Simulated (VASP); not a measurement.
# TaF3 (Pm-3m) in VASP: a series of runs, part 2 of 2

VASP 6.6.1.

### Step 4. Relaxation of cell and atoms, PBE, target pressure 20 GPa, at which the enthalpy is minimised

INCAR reads:

```
PREC = Accurate
ENCUT = 600
EDIFF = 1E-7
ISMEAR = -1
SIGMA = 0.05
LREAL = F
LASPH = T
NELM = 80
ALGO = Normal
ISIF = 3
LWAVE = F
LCHARG = F
GGA = PE
IBRION = 2
NSW = 60
EDIFFG = -0.01
PSTRESS = 200.0
```

KPOINTS reads:

```
Automatic mesh
0
Gamma
  7 7 7
```

POSCAR reads:

```
TaF3
1.0
    3.9012000000      0.0000000000      0.0000000000
    0.0000000000      3.9012000000      0.0000000000
    0.0000000000      0.0000000000      3.9012000000
Ta F
1 3
Direct
    0.0000000000      0.0000000000      0.0000000000
    0.0000000000      0.0000000000      0.5000000000
    0.0000000000      0.5000000000      0.0000000000
    0.5000000000      0.0000000000      0.0000000000
```

Potentials or basis: VASP PAW PBE potentials, release 64 (Ta_pv, F).

On the command line:

```bash
cat potpaw_PBE.64/Ta_pv/POTCAR potpaw_PBE.64/F/POTCAR > POTCAR
mpirun -np 1 vasp_std > vasp.out
```

OUTCAR:

```text
PREC = Accurate
   ENCUT = 600
   EDIFF = 1E-7
   ISMEAR = -1
   LREAL = F
   LASPH = T
   NELM = 80
   ISIF = 3
   GGA = PE
   IBRION = 2
   NSW = 60
   EDIFFG = -0.01
   PSTRESS = 200.0

 ion  position               nearest neighbor table
   1  0.000  0.000  0.000-   2 1.95   3 1.95   4 1.95   2 1.95   3 1.95   4 1.95
   2  0.000  0.000  0.500-   1 1.95   1 1.95
   3  0.000  0.500  0.000-   1 1.95   1 1.95
   4  0.500  0.000  0.000-   1 1.95   1 1.95

  LATTYP: Found a simple cubic cell.
 ALAT       =     3.9012000000

  Lattice vectors:

 A1 = (   3.9012000000,   0.0000000000,   0.0000000000)
 A2 = (   0.0000000000,   3.9012000000,   0.0000000000)
 A3 = (   0.0000000000,   0.0000000000,   3.9012000000)

Analysis of symmetry for initial positions (statically):
=====================================================================
 Subroutine PRICEL returns:
 Original cell was already a primitive cell.

 Routine SETGRP: Setting up the symmetry group for a
 simple cubic supercell.

 Subroutine GETGRP returns: Found 48 space group operations
 (whereof 48 operations were pure point group operations)
 out of a pool of 48 trial point group operations.
[... 145 lines left out ...]
 conjugate gradient relaxation of ions
 non-spin polarized calculation
  energy-cutoff  :      600.00
  volume of cell :       59.37
 maximum number of plane-waves:      1999
 NGX is ok and might be reduce to    32
   NGX = 15   NGY = 15   NGZ = 15

--------------------------------------- Ionic step        1  -------------------------------------------

 number of electron      31.9999957 magnetization

 Free energy of the ion-electron system (eV)
  ---------------------------------------------------
  ext. energy  EPLUGINS =         0.00000000
  ---------------------------------------------------
  free energy    TOTEN  =       -26.01857873 eV

  energy without entropy =      -25.98567564  energy(sigma->0) =      -26.00212719

------------------------ aborting loop because EDIFF is reached ----------------------------------------

  FORCE on cell =-STRESS in cart. coord.  units (eV):
  Direction    XX          YY          ZZ          XY          YZ          ZX
  --------------------------------------------------------------------------------------
  -------------------------------------------------------------------------------------
  Total        9.6507738      9.6507738      9.6507738      0.0000000     -0.0000000      0.0000000
  in kB      260.4222411    260.4222411    260.4222411      0.0000000     -0.0000000      0.0000000
  external PRESSURE =      60.4222411 kB  Pullay stress =     200.0000000 kB
[... 67 lines left out ...]
--------------------------------------- Ionic step        3  -------------------------------------------

 number of electron      31.9999975 magnetization

 Free energy of the ion-electron system (eV)
  ---------------------------------------------------
  ext. energy  EPLUGINS =         0.00000000
  ---------------------------------------------------
  free energy    TOTEN  =       -26.27980883 eV

  energy without entropy =      -26.24624030  energy(sigma->0) =      -26.26302456

 E-fermi :   4.6558     XC(G=0):  -8.8938

 val. band max:        4.6378897866   @ k =   0.2857   0.1429   0.1429
 cond. band min:       4.6650371450   @ k =   0.2857   0.2857   0.1429
 fundamental gap:      0.0271473584
 Fermi energy:         4.6558336609

 k-point     1 :       0.0000    0.0000    0.0000
  band No.  band energies     occupation
      1     -32.3649      2.00000
      2     -32.3649      2.00000
      3     -32.3649      2.00000
      4     -24.1783      2.00000
      5     -23.8560      2.00000
      6     -23.8560      2.00000
[... 484 lines left out ...]
  energy  without entropy=      -26.2462402964  energy(sigma->0) =      -26.26302456

  enthalpy is  TOTEN    =       -18.6400413303 eV   P V=        7.6397674987

 reached required accuracy - stopping structural energy minimisation
```

OSZICAR:

```text
N       E                     dE             d eps       ncg     rms          rms(c)
DAV:   1     0.314735103116E+03    0.31474E+03   -0.20287E+04   800   0.177E+03
DAV:   2    -0.115026890223E+02   -0.32624E+03   -0.31964E+03  1072   0.448E+02
DAV:   3    -0.279363991792E+02   -0.16434E+02   -0.16252E+02   928   0.101E+02
DAV:   4    -0.281528140514E+02   -0.21641E+00   -0.21486E+00  1044   0.121E+01
[... 29 lines left out ...]
DAV:   5    -0.262797874249E+02    0.37334E-03   -0.14798E-03   852   0.387E-01    0.544E-02
DAV:   6    -0.262798019627E+02   -0.14538E-04   -0.10112E-04   924   0.102E-01    0.195E-02
DAV:   7    -0.262798091532E+02   -0.71905E-05   -0.77125E-06   848   0.286E-02    0.317E-03
DAV:   8    -0.262798087501E+02    0.40314E-06   -0.84864E-07   920   0.843E-03    0.115E-03
DAV:   9    -0.262798088290E+02   -0.78873E-07   -0.37886E-08   508   0.164E-03
   3 F= -.18640041E+02 E0= -.18623257E+02  d E =-.330982E-01
```

It took 32 s on 1 thread of AMD EPYC 9R45 (Zen 5), shared host; peak memory 0.17 GiB.

What came out:

```
Free energy                                            : -26.2798 eV
Relaxed volume                                         : 15.30 Å³/atom
Relaxed cell                                           : a = 3.941 Å, b = 3.941 Å, c = 3.941 Å, α = 90.00°, β = 90.00°, γ = 90.00°
Space group after relaxing (to 0.05 Å)                 : Pm-3m (No. 221)
Energy change on relaxing (the enthalpy is what falls) : -65.3 meV/atom
Ionic steps                                            : 3
Pressure after relaxing                                : 19.9 GPa
Band gap on the k mesh                                 : zero (band 16 reaches 6.17 eV, above the bottom of band 17 at 3.48 eV)
```

Step by step:
```
step  energy change (eV)  largest force (eV/Å)  pressure (GPa)  volume (Å³)
   1              0.0000                0.0000           26.04        59.37
   2             -0.5622                0.0000           11.42        64.32
   3             -0.2612                0.0000           19.92        61.20
```

Final structure:
```
Ta F
1.0
     3.94082    0.00000    0.00000
     0.00000    3.94082    0.00000
     0.00000    0.00000    3.94082
Ta F
1 3
Direct
  0.00000 0.00000 0.00000
  0.00000 0.00000 0.50000
  0.00000 0.50000 0.00000
  0.50000 0.00000 0.00000
```

Levels at points of the mesh, in eV from the Fermi level:
| k point | band 14 | band 15 | band 16 | band 17 | band 18 | band 19 |
| --- | --- | --- | --- | --- | --- | --- |
| (0.00, 0.00, 0.00) | -9.02 | -9.02 | -1.17 | -1.17 | -1.17 | -0.41 |

Caveat: the cell is relaxed towards a set pressure, so the enthalpy falls and the energy may rise; spin-orbit coupling is left out, which moves the levels of the heavy elements.

### Step 5. Relaxation of cell and atoms, PBE, target pressure 30 GPa, at which the enthalpy is minimised

INCAR reads:

```
SYSTEM = TaF3
PREC     = Accurate       ! precision mode
ENCUT    = 600            ! plane-wave cutoff, eV
EDIFF    = 1E-6           ! SCF threshold, eV
ISMEAR   = -1             ! smearing method
SIGMA    = 0.05           ! smearing width, eV
LREAL    = .False.        ! projectors in reciprocal space
LASPH    = .True.         ! aspherical terms in the spheres
NELM     = 100            ! most SCF steps
ALGO     = Normal         ! electronic algorithm
ISIF     = 3              ! what is computed and relaxed
LWAVE    = .False.        ! write WAVECAR
LCHARG   = .False.        ! write CHGCAR
GGA      = PE             ! functional
IBRION   = 2              ! ionic algorithm
NSW      = 60             ! ionic steps
EDIFFG   = -0.01          ! ionic threshold
PSTRESS  = 300.0
```

KPOINTS reads:

```
Automatic mesh
0
Gamma
  7 7 7
  0 0 0
```

POSCAR is that of step 4.

Potentials or basis: VASP PAW PBE potentials, release 64 (Ta_pv, F).

On the command line:

```bash
cat potpaw_PBE.64/Ta_pv/POTCAR potpaw_PBE.64/F/POTCAR > POTCAR
mpirun -np 1 vasp_std > vasp.out
```

OUTCAR:

```text
SYSTEM = TaF3
   PREC = Accurate
   ENCUT = 600
   EDIFF = 1E-6
   ISMEAR = -1
   LREAL = .False.
   LASPH = .True.
   NELM = 100
   ISIF = 3
   GGA = PE
   IBRION = 2
   NSW = 60
   EDIFFG = -0.01
   PSTRESS = 300.0

 ion  position               nearest neighbor table
   1  0.000  0.000  0.000-   2 1.95   3 1.95   4 1.95   2 1.95   3 1.95   4 1.95
   2  0.000  0.000  0.500-   1 1.95   1 1.95
   3  0.000  0.500  0.000-   1 1.95   1 1.95
   4  0.500  0.000  0.000-   1 1.95   1 1.95

  LATTYP: Found a simple cubic cell.
 ALAT       =     3.9012000000

  Lattice vectors:

 A1 = (   3.9012000000,   0.0000000000,   0.0000000000)
 A2 = (   0.0000000000,   3.9012000000,   0.0000000000)
[... 179 lines left out ...]

  FORCE on cell =-STRESS in cart. coord.  units (eV):
  Direction    XX          YY          ZZ          XY          YZ          ZX
  --------------------------------------------------------------------------------------
  -------------------------------------------------------------------------------------
  Total        9.6507830      9.6507830      9.6507830     -0.0000000      0.0000000      0.0000000
  in kB      260.4224899    260.4224899    260.4224899     -0.0000000      0.0000000      0.0000000
  external PRESSURE =     -39.5775101 kB  Pullay stress =     300.0000000 kB
[... 67 lines left out ...]
--------------------------------------- Ionic step        3  -------------------------------------------

 number of electron      31.9999953 magnetization

 Free energy of the ion-electron system (eV)
  ---------------------------------------------------
  ext. energy  EPLUGINS =         0.00000000
  ---------------------------------------------------
  free energy    TOTEN  =       -25.83659542 eV

  energy without entropy =      -25.80374267  energy(sigma->0) =      -25.82016904

 E-fermi :   5.1673     XC(G=0):  -9.1233

 val. band max:        5.1485937759   @ k =   0.2857   0.1429   0.1429
 cond. band min:       5.1788886157   @ k =   0.2857   0.2857   0.1429
 fundamental gap:      0.0302948398
 Fermi energy:         5.1672573681

 k-point     1 :       0.0000    0.0000    0.0000
  band No.  band energies     occupation
      1     -31.9122      2.00000
      2     -31.9122      2.00000
      3     -31.9122      2.00000
      4     -24.0957      2.00000
      5     -23.7651      2.00000
      6     -23.7651      2.00000
[... 484 lines left out ...]
  energy  without entropy=      -25.8037426712  energy(sigma->0) =      -25.82016904

  enthalpy is  TOTEN    =       -14.9143210591 eV   P V=       10.9222743567

 reached required accuracy - stopping structural energy minimisation
```

OSZICAR:

```text
N       E                     dE             d eps       ncg     rms          rms(c)
DAV:   1     0.314735103116E+03    0.31474E+03   -0.20287E+04   800   0.177E+03
DAV:   2    -0.115026890223E+02   -0.32624E+03   -0.31964E+03  1072   0.448E+02
DAV:   3    -0.279363991792E+02   -0.16434E+02   -0.16252E+02   928   0.101E+02
DAV:   4    -0.281528140514E+02   -0.21641E+00   -0.21486E+00  1044   0.121E+01
[... 25 lines left out ...]
DAV:   4    -0.258366604133E+02    0.28885E-02   -0.92231E-03   944   0.923E-01    0.115E-01
DAV:   5    -0.258365948280E+02    0.65585E-04   -0.88850E-04   868   0.299E-01    0.379E-02
DAV:   6    -0.258365939004E+02    0.92765E-06   -0.77284E-05   892   0.967E-02    0.195E-02
DAV:   7    -0.258365956901E+02   -0.17897E-05   -0.73810E-06   864   0.228E-02    0.443E-03
DAV:   8    -0.258365954158E+02    0.27427E-06   -0.16459E-06   836   0.128E-02
   3 F= -.14914321E+02 E0= -.14897895E+02  d E =-.131958E-01
```

CONTCAR:

```text
TaF3
   1.00000000000000
     3.8782351332713305   -0.0000000000000000    0.0000000000000000
    -0.0000000000000000    3.8782351332713305   -0.0000000000000000
     0.0000000000000000    0.0000000000000000    3.8782351332713305
  Ta              F
     1     3
Direct
     0.0000000000000000    0.0000000000000000    0.0000000000000000
     0.0000000000000000    0.0000000000000000    0.5000000000000000
     0.0000000000000000    0.5000000000000000    0.0000000000000000
     0.5000000000000000    0.0000000000000000    0.0000000000000000

  0.00000000E+00  0.00000000E+00  0.00000000E+00
  0.00000000E+00  0.00000000E+00  0.00000000E+00
  0.00000000E+00  0.00000000E+00  0.00000000E+00
  0.00000000E+00  0.00000000E+00  0.00000000E+00
```

Wall time 27 s (1 thread of AMD EPYC 9R45 (Zen 5), shared host); peak memory 0.17 GiB.

Results:

```yaml
Free_energy: -25.8366 eV
Relaxed_volume: 14.58 Å³/atom
Relaxed_cell: a = 3.878 Å, b = 3.878 Å, c = 3.878 Å, α = 90.00°, β = 90.00°, γ = 90.00°
Space_group_after_relaxing_to_0.05_Å: Pm-3m (No. 221)
Energy_change_on_relaxing_the_enthalpy_is_what_falls: +45.5 meV/atom
Ionic_steps: 3
Pressure_after_relaxing: 30.0 GPa
Band_gap_on_the_k_mesh: zero (band 16 reaches 6.81 eV, above the bottom of band 17 at 3.89 eV)
```

The path:
| step | energy change (eV) | largest force (eV/Å) | pressure (GPa) | volume (Å³) |
| --- | --- | --- | --- | --- |
| 1 | 0.0000 | 0.0000 | 26.04 | 59.37 |
| 2 | 0.6200 | 0.0000 | 38.66 | 56.28 |
| 3 | 0.1820 | 0.0000 | 29.96 | 58.33 |

Final structure:
```
Ta F
1.0
     3.87824    0.00000    0.00000
     0.00000    3.87824    0.00000
     0.00000    0.00000    3.87824
Ta F
1 3
Direct
  0.00000 0.00000 0.00000
  0.00000 0.00000 0.50000
  0.00000 0.50000 0.00000
  0.50000 0.00000 0.00000
```

Caveat: the cell is relaxed towards a set pressure, so the enthalpy falls and the energy may rise; spin-orbit coupling is left out, which moves the levels of the heavy elements.

### Step 6. Summary

```csv
cell,gap on the mesh (eV),pressure (GPa)
relaxed to 5 GPa,none,4.9
relaxed to 10 GPa,none,10.0
relaxed to 20 GPa,none,19.9
relaxed to 30 GPa,none,30.0
```

Alike in all rows: task relaxation of cell and atoms; level PBE; potentials or basis VASP PAW PBE potentials, release 64 (Ta_pv, F); no spin polarisation; k mesh 7 × 7 × 7; cutoff (eV) 600; smearing fermi-dirac 0.05 eV.

Caveats: the cell is relaxed towards a set pressure, so the enthalpy falls and the energy may rise; spin-orbit coupling is left out, which moves the levels of the heavy elements.

Total energies depend on the potentials used, so only differences within one code and one set of settings carry meaning.
